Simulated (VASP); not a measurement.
# Ga (Cmce) in VASP: notebook

Ga is run at these levels: PBEsol, r2SCAN; tasks: relaxation of cell and atoms, single point.

Everything below comes from runs of VASP 6.6.1. Logs are shortened: lines on timing, memory, paths and dates and some standing lists are left out, and cuts for length are marked.

## Step 1: The cell of the first run

Symmetry: Cmce, No. 64, orthorhombic system. The conventional cell has a = 4.523 Å, b = 7.661 Å, c = 4.524 Å, α = 90.00°, β = 90.00°, γ = 90.00°. Within 3.3 Å of Ga (site symmetry m) lie 7 Ga at 2.48 to 2.79 Å.

## Step 2: Relaxation of cell and atoms, PBEsol, target pressure 30 GPa, at which the enthalpy is minimised

INCAR

```
PREC     = Accurate       # precision mode
ENCUT    = 600            # plane-wave cutoff, eV
EDIFF    = 1E-6           # SCF threshold, eV
ISMEAR   = -1             # smearing method
SIGMA    = 0.05           # smearing width, eV
LREAL    = False          # projectors in reciprocal space
LASPH    = True           # aspherical terms in the spheres
NELM     = 100            # most SCF steps
ALGO     = Fast           # electronic algorithm
ISIF     = 3              # what is computed and relaxed
LWAVE    = False          # write WAVECAR
LCHARG   = False          # write CHGCAR
GGA      = PS             # functional
IBRION   = 2              # ionic algorithm
NSW      = 60             # ionic steps
EDIFFG   = -0.01          # ionic threshold
PSTRESS  = 300.0
```

KPOINTS

```
Automatic mesh
0
Gamma
  7 7 6
```

POSCAR

```
Ga
1.0
    2.2615000000     -3.8305000000      0.0000000000
    2.2615000000      3.8305000000      0.0000000000
    0.0000000000      0.0000000000      4.5240000000
Ga
4
Direct
    0.3451000000      0.6549000000      0.4190000000
    0.1549000000      0.8451000000      0.9190000000
    0.6549000000      0.3451000000      0.5810000000
    0.8451000000      0.1549000000      0.0810000000
```

Potentials or basis: VASP PAW PBE potentials, release 64 (Ga_d).

Run with:

```
cat potpaw_PBE.64/Ga_d/POTCAR > POTCAR
mpirun -np 1 vasp_std > vasp.out
```

OUTCAR:

```text
PREC = Accurate
   ENCUT = 600
   EDIFF = 1E-6
   ISMEAR = -1
   LREAL = False
   LASPH = True
   NELM = 100
   ISIF = 3
   GGA = PS
   IBRION = 2
   NSW = 60
   EDIFFG = -0.01
   PSTRESS = 300.0

 ion  position               nearest neighbor table
   1  0.345  0.655  0.419-   3 2.48   2 2.69   2 2.69   4 2.73   4 2.73   3 2.79   3 2.79
   2  0.155  0.845  0.919-   4 2.48   1 2.69   1 2.69   3 2.73   3 2.73   4 2.79   4 2.79
   3  0.655  0.345  0.581-   1 2.48   4 2.69   4 2.69   2 2.73   2 2.73   1 2.79   1 2.79
   4  0.845  0.155  0.081-   2 2.48   3 2.69   3 2.69   1 2.73   1 2.73   2 2.79   2 2.79

  LATTYP: Found a base centered orthorhombic cell.
 ALAT       =     4.5230000000
 B/A-ratio  =     1.6937873093
 C/A-ratio  =     1.0002210922

  Lattice vectors:

 A1 = (   2.2615000000,  -3.8305000000,   0.0000000000)
 A2 = (   2.2615000000,   3.8305000000,   0.0000000000)
 A3 = (   0.0000000000,   0.0000000000,   4.5240000000)

Analysis of symmetry for initial positions (statically):
=====================================================================
 Subroutine PRICEL returns:
 Original cell was already a primitive cell.

 Routine SETGRP: Setting up the symmetry group for a
 base centered orthorhombic supercell.

 Subroutine GETGRP returns: Found  8 space group operations
 (whereof  4 operations were pure point group operations)
 out of a pool of  8 trial point group operations.

The static configuration has the point symmetry C_2h.
 The point group associated with its full space group is D_2h.

Analysis of symmetry for dynamics (positions and initial velocities):
=====================================================================
 Subroutine PRICEL returns:
 Original cell was already a primitive cell.

 Routine SETGRP: Setting up the symmetry group for a
 base centered orthorhombic supercell.

 Subroutine GETGRP returns: Found  8 space group operations
 (whereof  4 operations were pure point group operations)
 out of a pool of  8 trial point group operations.

The dynamic configuration has the point symmetry C_2h.
 The point group associated with its full space group is D_2h.

 Subroutine INISYM returns: Found  8 space group operations
 (whereof  4 operations are pure point group operations),
 and found     1 'primitive' translations

----------------------------------------------------------------------------------------

                                     Primitive cell

  volume of cell :      78.3799

  direct lattice vectors                    reciprocal lattice vectors
     2.261500000 -3.830500000  0.000000000     0.221092195 -0.130531262  0.000000000
     2.261500000  3.830500000  0.000000000     0.221092195  0.130531262  0.000000000
     0.000000000  0.000000000  4.524000000     0.000000000  0.000000000  0.221043324

  length of vectors
     4.448270731  4.448270731  4.524000000     0.256749234  0.256749234  0.221043324

  position of ions in fractional coordinates (direct lattice)
     0.345100000  0.654900000  0.419000000
     0.154900000  0.845100000  0.919000000
     0.654900000  0.345100000  0.581000000
     0.845100000  0.154900000  0.081000000

  ion indices of the primitive-cell ions
   primitive index   ion index
                 1           1
                 2           2
                 3           3
                 4           4

----------------------------------------------------------------------------------------

 KPOINTS: Automatic mesh

Automatic generation of k-mesh.
 Grid dimensions read from file:
 generate k-points for:    7    7    6

 Generating k-lattice:

  Cartesian coordinates                     Fractional coordinates (reciprocal lattice)
     0.031584599 -0.018647323  0.000000000     0.142857143  0.000000000  0.000000000
     0.031584599  0.018647323  0.000000000     0.000000000  0.142857143  0.000000000
[... 52 lines left out ...]
   ISPIN  =      1    spin polarized calculation?
   LNONCOLLINEAR =      F non collinear calculations
   LSORBIT =      F    spin-orbit coupling
   LASPH  =      T    aspherical Exc in radial PAW
   ENCUT  =  600.0 eV  44.10 Ry    6.64 a.u.   8.88  8.88  9.04*2*pi/ulx,y,z
   NELM   =    100;   NELMIN=  2; NELMDL= -5     # of ELM steps
   EDIFF  = 0.1E-05   stopping-criterion for ELM
   LREAL  =      F    real-space projection
   EDIFFG = -.1E-01   stopping-criterion for IOM
   NSW    =     60    number of steps for IOM
   IBRION =      2    ionic relax: 0-MD 1-quasi-New 2-CG
   NFREE  =      1    steps in history (QN), initial steepest desc. (CG)
   ISIF   =      3    stress and relaxation
   ISYM   =      2    0-nonsym 1-usesym 2-fastsym
   POTIM  = 0.5000    time-step for ionic-motion
   TEBEG  =    0.0;   TEEND  =   0.0 temperature during run
   PSTRESS=  300.0 pullay stress
   NELECT =      52.0000    total number of electrons
   NUPDOWN=      -1.0000    fix difference up-down
   EMIN   =  10.00;   EMAX   =-10.00  energy-range for DOS
   EFERMI =   0.00;   METHOD = LEGACY
   ISMEAR =    -1;   SIGMA  =   0.05  broadening in eV -4-tet -1-fermi 0-gaus
   EFERMI_NEDOS =   21; number of points for ismear=-14 and -15
   IALGO  =     68    algorithm
   IMIX   =      4    mixing-type and parameters
     AMIX     =   0.40;   BMIX     =  1.00
     AMIX_MAG =   1.60;   BMIX_MAG =  1.00
  volume/ion in A,a.u.               =      19.59       132.23
  Fermi-wavevector in a.u.,A,eV,Ry     =   1.427823  2.698194 27.737908  2.038679
  Thomas-Fermi vector in A             =   2.547951
   LORBIT       =      0    0 simple, 1 ext, 2 COOP (PROOUT), +10 PAW based schemes
   GGA     = PS    functional components
   LHFCALC =     F    Hartree Fock is set to
   AEXX    =    0.0000 exact exchange contribution
   IVDW    =     0    specifies the selected vdW correction
   LEPSILON=     F    determine dielectric tensor
   LRPA    =     F    only Hartree local field effects (RPA)
 conjugate gradient relaxation of ions
 non-spin polarized calculation
 RMM-DIIS sequential band-by-band and
  energy-cutoff  :      600.00
  volume of cell :       78.38
 maximum number of plane-waves:      2636
   NGX = 17   NGY = 17   NGZ = 19

--------------------------------------- Ionic step        1  -------------------------------------------

 number of electron      52.0000010 magnetization

 Free energy of the ion-electron system (eV)
  ---------------------------------------------------
  ext. energy  EPLUGINS =         0.00000000
  ---------------------------------------------------
  free energy    TOTEN  =       -13.38567729 eV

  energy without entropy =      -13.37666357  energy(sigma->0) =      -13.38117043

------------------------ aborting loop because EDIFF is reached ----------------------------------------

  FORCE on cell =-STRESS in cart. coord.  units (eV):
  Direction    XX          YY          ZZ          XY          YZ          ZX
  --------------------------------------------------------------------------------------
  -------------------------------------------------------------------------------------
  Total       -1.1925336     -0.4700718     -0.6738257      0.0000000     -0.0000000      0.0000000
  in kB      -24.3767921     -9.6088220    -13.7737921      0.0000000     -0.0000000      0.0000000
  external PRESSURE =    -315.9198021 kB  Pullay stress =     300.0000000 kB
[... 27 lines left out ...]
--------------------------------------- Ionic step        2  -------------------------------------------

 number of electron      52.0000006 magnetization

 E-fermi :  19.5700     XC(G=0): -15.1970

 val. band max:       19.5349178224   @ k =  -0.2857   0.1429   0.0000
 cond. band min:      19.5968999981   @ k =  -0.4286   0.1429   0.0000
 fundamental gap:      0.0619821757
 Fermi energy:        19.5699816761

 k-point     1 :       0.0000    0.0000    0.0000
  band No.  band energies     occupation
      1     -26.7925      2.00000
      2     -26.7168      2.00000
      3     -26.6019      2.00000
      4     -26.5893      2.00000
      5     -26.5262      2.00000
      6     -26.4784      2.00000
[... 805 lines left out ...]
     30     223.9861      0.00000
     31     253.5476      0.00000

 [... further k-points ...]

------------------------ aborting loop EDIFF was not reached (unconverged)  ----------------------------

  FORCE on cell =-STRESS in cart. coord.  units (eV):
  Direction    XX          YY          ZZ          XY          YZ          ZX
  --------------------------------------------------------------------------------------
  -------------------------------------------------------------------------------------
  Total       81.7614611     87.2606633     81.4648033      0.0000000      0.0000000      0.0000000
  in kB     3103.3618174   3312.0911336   3092.1017840      0.0000000      0.0000000      0.0000000
  external PRESSURE =    2869.1849117 kB  Pullay stress =     300.0000000 kB
[... 27 lines left out ...]
--------------------------------------- Ionic step        3  -------------------------------------------

 number of electron      51.9999987 magnetization

------------------------ aborting loop EDIFF was not reached (unconverged)  ----------------------------

  FORCE on cell =-STRESS in cart. coord.  units (eV):
  Direction    XX          YY          ZZ          XY          YZ          ZX
  --------------------------------------------------------------------------------------
  -------------------------------------------------------------------------------------
  Total        6.7100337      6.9892499      3.9613406      0.0000000      0.0000000      0.0000000
  in kB      151.0480346    157.3334048     89.1728325      0.0000000      0.0000000      0.0000000
  external PRESSURE =    -167.4819094 kB  Pullay stress =     300.0000000 kB
[... 23 lines left out ...]
  energy  without entropy=       -6.7848238582  energy(sigma->0) =       -6.78676851

  enthalpy is  TOTEN    =         6.5382402603 eV   P V=       13.3269534201

[... ionic steps 4 to 24 ...]

--------------------------------------- Ionic step       25  -------------------------------------------

 number of electron      52.0000007 magnetization

------------------------ aborting loop because EDIFF is reached ----------------------------------------
[... 75 lines left out ...]
--------------------------------------- Ionic step       27  -------------------------------------------

 number of electron      52.0000007 magnetization

 Free energy of the ion-electron system (eV)
  ---------------------------------------------------
  ext. energy  EPLUGINS =         0.00000000
  ---------------------------------------------------
  free energy    TOTEN  =       -12.14764191 eV

  energy without entropy =      -12.14195459  energy(sigma->0) =      -12.14479825

 E-fermi :   7.8987     XC(G=0): -12.3012

 val. band max:        7.8845220911   @ k =   0.0000   0.0000   0.3333
 cond. band min:       7.9041252576   @ k =   0.2857   0.2857   0.0000
 fundamental gap:      0.0196031665
 Fermi energy:         7.8986528915

 k-point     1 :       0.0000    0.0000    0.0000
  band No.  band energies     occupation
      1      -8.0107      2.00000
      2      -7.9973      2.00000
      3      -7.8910      2.00000
      4      -7.8610      2.00000
      5      -7.8607      2.00000
      6      -7.8205      2.00000
[... 842 lines left out ...]
  energy  without entropy=      -12.1419545944  energy(sigma->0) =      -12.14479825

  enthalpy is  TOTEN    =        -1.1233010485 eV   P V=       11.0243408621

 reached required accuracy - stopping structural energy minimisation
```

Wall time 64 min (1 thread of Intel Xeon Platinum 8488C (Sapphire Rapids), shared host); peak memory 0.33 GiB.

Results:

| Item | Value |
| --- | --- |
| Free energy | -12.1476 eV |
| Relaxed volume | 14.72 Å³/atom |
| Relaxed cell | a = 4.067 Å, b = 4.067 Å, c = 4.120 Å, α = 90.00°, β = 90.00°, γ = 120.25° |
| Space group after relaxing (to 0.05 Å) | Cmce (No. 64) |
| Energy change on relaxing (the enthalpy is what falls) | +309.5 meV/atom |
| Ionic steps | 27 |
| Pressure after relaxing | 30.0 GPa |
| Band gap on the k mesh | zero (band 26 reaches 8.26 eV, above the bottom of band 27 at 7.20 eV) |

Step by step:
```tsv
step	energy change (eV)	largest force (eV/Å)	pressure (GPa)	volume (Å³)
1	0.0000	0.1196	-1.59	78.38
2	331.4566	2.5191	316.92	42.21
3	6.5970	0.3083	13.25	71.17
4	0.5973	0.0913	10.24	68.16
5	2.4050	0.1532	48.92	54.15
6	1.0615	0.1275	28.68	59.93
7	1.1374	0.1273	28.31	59.49
8	1.6908	0.1341	37.59	56.78
9	1.2340	0.1290	30.05	58.96
10	1.2379	0.2532	29.98	58.90
11	1.2335	0.1686	29.97	58.92
12	1.2370	0.0264	29.97	58.88
13	1.2382	0.0118	30.17	58.88
14	1.2380	0.0116	30.01	58.88
15	1.2368	0.0055	29.88	58.88
16	1.2365	0.0057	29.98	58.88
17	1.2361	0.0042	29.85	58.89
18	1.2351	0.0013	30.05	58.89
19	1.2333	0.0025	29.80	58.90
20	1.2341	0.0015	30.09	58.90
21	1.2342	0.0016	29.96	58.90
22	1.2344	0.0013	29.96	58.90
23	1.2348	0.0010	30.01	58.89
24	1.2357	0.0011	29.96	58.89
25	1.2375	0.0024	30.04	58.88
26	1.2381	0.0011	30.10	58.88
27	1.2380	0.0013	30.00	58.88
```

Final structure:
```
Ga
1.0
     2.02599   -3.52680    0.00000
     2.02599    3.52680    0.00000
     0.00000    0.00000    4.11996
Ga
4
Direct
  0.34582 0.65418 0.41801
  0.15418 0.84582 0.91801
  0.65418 0.34582 0.58199
  0.84582 0.15418 0.08199
```

Levels at points of the mesh, in eV from the Fermi level:
```
           k point  band 22  band 23  band 24  band 25  band 26  band 27  band 28  band 29  band 30  band 31
(0.00, 0.00, 0.00)    -4.67    -4.38    -2.39    -1.56    -0.88     0.82     0.87     1.09     6.50     6.84
(0.00, 0.00, 0.50)   -11.16    -0.20    -0.20    -0.14    -0.14     1.06     1.06     2.46     2.46     4.12
```

Caveat: the cell is relaxed towards a set pressure, so the enthalpy falls and the energy may rise; the volume moved by over 15 % at a fixed basis, so the end points are rough; the PAW data sets were made with another functional, which shifts forces and pressure a little.

## Step 3: Single point, r2SCAN

This run uses another cell than the first one, of 19.99 Å³/atom, 1.020 times its volume.

POSCAR

```
Ga
1.0
    2.2764772577     -3.8558682890      0.0000000000
    2.2764772577      3.8558682890      0.0000000000
    0.0000000000      0.0000000000      4.5539611380
Ga
4
Direct
    0.3451000000      0.6549000000      0.4190000000
    0.1549000000      0.8451000000      0.9190000000
    0.6549000000      0.3451000000      0.5810000000
    0.8451000000      0.1549000000      0.0810000000
```

INCAR.step1

```
ALGO = Normal ; EDIFF = 1E-4
ENCUT = 520 ; GGA = PE
ISMEAR = -1 ; LASPH = True
LCHARG = False ; LREAL = False
LWAVE = True ; NBANDS = 34
NELM = 80 ; PREC = Accurate
SIGMA = 0.05
```

INCAR.step2

```
ALGO = Normal ; EDIFF = 1E-6
ENCUT = 520 ; ISIF = 2
ISMEAR = -1 ; ISTART = 1
LASPH = True ; LCHARG = True
LELF = True ; LMIXTAU = True
LREAL = False ; LVHAR = True
LWAVE = False ; METAGGA = R2SCAN
NBANDS = 34 ; NELM = 80
PREC = Accurate ; SIGMA = 0.05
```

KPOINTS

```
k-points
0
Gamma
  7 7 6
```

Potentials or basis: VASP PAW PBE potentials, release 64 (Ga_d).

Run with:

```
cat potpaw_PBE.64/Ga_d/POTCAR > POTCAR
cp INCAR.step1 INCAR
mpirun -np 1 vasp_std > vasp.out
cp INCAR.step2 INCAR
mpirun -np 1 vasp_std > vasp.out
```

Run time: 3.5 min. Hardware: 1 thread of Intel Xeon 6975P-C (Granite Rapids), shared host; peak memory 0.29 GiB.

Results (log left out):

- Free energy: -45.7360 eV
- Pressure: -2.2 GPa
- Largest force: 0.133 eV/Å
- Band gap on the k mesh: zero (band 26 reaches 5.12 eV, above the bottom of band 27 at 3.91 eV)

Forces on the atoms (eV/Å):
```
Ga   0.000  0.124 -0.048
Ga   0.000 -0.124 -0.048
Ga   0.000 -0.124  0.048
Ga   0.000  0.124  0.048
```

Stress tensor (GPa, compression positive):
```
-3.22  0.00  0.00
 0.00 -1.94  0.00
 0.00  0.00 -1.51
```

Levels at points of the mesh, in eV from the Fermi level:
```csv
k point,band 24,band 25,band 26,band 27,band 28,band 29
"(0.00, 0.00, 0.00)",-1.85,-1.82,-0.91,0.90,1.05,1.08
"(0.00, 0.00, 0.50)",-0.21,-0.08,-0.08,-0.07,-0.07,2.13
```

Caveat: the PAW data sets were made with another functional, which shifts forces and pressure a little.
